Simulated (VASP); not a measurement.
# LuH2: single point with LDA

Crystal: LuH2.

```xyz
3
Lattice="-0.0252 2.5039 2.5039 2.5039 -0.0252 2.5039 2.5039 2.5039 -0.0252" Properties=species:S:1:pos:R:3 pbc="T T T"
Lu    0.0000    0.0000    0.0000
H     1.2457    1.2457    1.2457
H     3.7370    3.7370    3.7370
```

This cell differs from its parent crystal: equal xy, yz and zx shear strains of -1 %.

| Property | Result |
| --- | --- |
| Program | VASP 6.6.1 |
| Task | single point |
| Functional | LDA |
| Potentials or basis | VASP PAW PBE potentials, release 64 (Lu, H) |
| Cutoff | 520 eV |
| k mesh | 8 × 8 × 8 |
| Occupations | fermi-dirac, width 0.02 eV |
| Spin | no spin polarisation |

The pressure is -6.2 GPa. The largest force is 0.060 eV/Å and the band gap on the k mesh is zero (an odd number of electrons rules out a gap without spin polarisation).

Forces in eV/Å, atoms in the order of the input:
```
Lu   0.000  0.000  0.000
H    0.035  0.035  0.035
H   -0.035 -0.035 -0.035
```

Stress tensor (GPa, compression positive):
```
-6.24  0.94  0.94
 0.94 -6.24  0.94
 0.94  0.94 -6.24
```

Levels at points of the mesh, in eV from the Fermi level:
| k point | band 9 | band 10 | band 11 | band 12 | band 13 | band 14 | band 15 | band 16 | band 17 | band 18 |
| --- | --- | --- | --- | --- | --- | --- | --- | --- | --- | --- |
| (0.00, 0.00, 0.00) | -5.02 | -4.96 | -4.95 | -4.95 | -0.39 | 1.20 | 1.20 | 1.37 | 4.06 | 4.06 |
| (0.50, 0.00, 0.00) | -5.00 | -4.97 | -4.97 | -4.95 | -3.84 | 1.27 | 1.44 | 5.01 | 5.49 | 5.59 |
| (0.50, 0.50, 0.00) | -5.01 | -4.99 | -4.98 | -4.98 | -3.90 | -2.37 | 5.74 | 5.84 | 5.91 | 6.41 |
| (0.50, 0.50, 0.50) | -5.00 | -4.97 | -4.97 | -4.95 | -3.77 | 1.30 | 1.30 | 4.93 | 5.62 | 5.62 |

Run time: 72 s on 1 thread of Intel(R) Xeon(R) Platinum 8259CL CPU @ 2.50GHz (Skylake/Cascade Lake) (shared host), peak memory 0.18 GiB.

Caveat: the cell differs from its parent crystal (equal xy, yz and zx shear strains of -1 %); the cell stands under tension; the PAW data sets were made with another functional, which shifts forces and pressure a little; spin-orbit coupling is left out, which moves the levels of the heavy elements.
